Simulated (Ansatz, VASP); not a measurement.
## One calculation of Sb, two programs

INCAR

```
PREC = Accurate
ENCUT = 520
EDIFF = 1E-6
ISMEAR = -1
SIGMA = 0.1
LREAL = F
LASPH = T
NELM = 100
ALGO = Normal
ISIF = 2
LWAVE = F
LCHARG = F
GGA = RP
NBANDS = 8
```

The input KPOINTS:

```
Automatic mesh
0
Gamma
  13 13 13
```

The input POSCAR:

```
Sb
1.0
   -1.9596191229      1.9596191229      1.9596191229
    1.9596191229     -1.9596191229      1.9596191229
    1.9596191229      1.9596191229     -1.9596191229
Sb
1
Direct
    0.0000000000      0.0000000000      0.0000000000
```

Input for Ansatz:

```yaml
crystal:
  lattice:
    - [-1.9596191229, 1.9596191229, 1.9596191229]
    - [1.9596191229, -1.9596191229, 1.9596191229]
    - [1.9596191229, 1.9596191229, -1.9596191229]
  atoms:
    - { symbol: Sb, position: [0.0, 0.0, 0.0] }
hamiltonian:
  xc: rpbe
  pseudopotentials:
    kind: paw
    azcp:
      Sb: "pseudopotentials/Sb.paw.azcp"
basis:
  ecutwfc: 420
  fft_grid_basis: typed
kpoints:
  mp_grid: { grid: [13, 13, 13], shift: [0, 0, 0] }
magnetization:
  spin_polarized: false
scf:
  occupations: { method: fermi_dirac, width: 0.1 }
  lower_state_search: "off"
output:
  stress: true
```

Alike in both runs: task single point; functional RPBE; k mesh 13 × 13 × 13; occupations fermi-dirac, width 0.1 eV; no spin polarisation.

|  | VASP | Ansatz |
| --- | --- | --- |
| version | VASP 6.6.1 | Ansatz 0.2.0 |
| potentials or method | VASP PAW PBE potentials, release 64 (Sb), cutoff 520 eV | plane waves (420 eV) with PAW, scalar-relativistic |
| valence electrons in the cell | 5 | 15 |

```tsv
	VASP	Ansatz	Ansatz less VASP
pressure (GPa)	-3.7	-3.6	+0.16
```

VASP's potentials were made for PBE, not for RPBE. VASP's potentials hold 5 valence electrons a cell and Ansatz's 15, so a difference there can come from the potentials and not from the codes.

Spin-orbit coupling is off throughout.
